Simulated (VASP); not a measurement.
Wanted: the native input for a VASP 6.6.1 run.

| Quantity | Value |
| --- | --- |
| Task | single point |
| Functional | r2SCAN |
| Potentials or basis | VASP PAW PBE potentials, release 64 (Cd, S) |
| Cutoff | 520 eV |
| k mesh | 8 × 8 × 8 |
| Occupations | gaussian, width 0.01 eV |
| Spin | no spin polarisation |
| Dipole correction | no |
| Further INCAR settings | ALGO = Normal; EDIFF = 1e-06; NBANDS = 16 |

Crystal: CdS (Hawleyite).

```xyz
2
Lattice="2.9540 2.9540 0.0000 -2.9540 2.9540 0.0000 0.0000 2.9540 2.9305" Properties=species:S:1:pos:R:3 pbc="T T T"
Cd    0.0000    0.0000    0.0000
S     1.4770    4.4310    1.4652
```

This cell differs from its parent crystal: in-plane strain +0.005.

These files were run (other wordings do the same):

POSCAR

```
CdS
1.0
    2.9539706053      2.9539706053      0.0000000000
   -2.9539706053      2.9539706053      0.0000000000
    0.0000000000      2.9539706053      2.9304564114
Cd S
1 1
Direct
    0.0000000000      0.0000000000      0.0000000000
    0.7500000000      0.2500000000      0.5000000000
```

INCAR.step1

```
PREC = Accurate
ENCUT = 520
ISMEAR = 0
SIGMA = 0.01
LREAL = False
LASPH = True
NELM = 100
NBANDS = 16
GGA = PE
ALGO = Normal
EDIFF = 1E-4
LWAVE = True
LCHARG = False
```

INCAR.step2

```
PREC = Accurate
ENCUT = 520
EDIFF = 1E-6
ISMEAR = 0
SIGMA = 0.01
LREAL = False
LASPH = True
NELM = 100
ALGO = Normal
ISIF = 2
LWAVE = False
LCHARG = False
METAGGA = R2SCAN
LMIXTAU = True
NBANDS = 16
ISTART = 1
```

KPOINTS

```
regular mesh
0
Gamma
  8 8 8
```

Potentials or basis: VASP PAW PBE potentials, release 64 (Cd, S).

Command:

```bash
$ cat potpaw_PBE.64/Cd/POTCAR potpaw_PBE.64/S/POTCAR > POTCAR
$ cp INCAR.step1 INCAR
$ mpirun -np 1 vasp_std > vasp.out
$ cp INCAR.step2 INCAR
$ mpirun -np 1 vasp_std > vasp.out
```

Results of the run:

The pressure is -0.1 GPa. The band gap on the k mesh is 1.51 eV, direct.

Caveat: the cell differs from its parent crystal (in-plane strain +0.005); the PAW data sets were made with another functional, which shifts forces and pressure a little.

Run time: 54 s on 1 thread of Intel(R) Xeon(R) 6975P-C (Granite Rapids), on a shared host, peak memory 0.21 GiB.
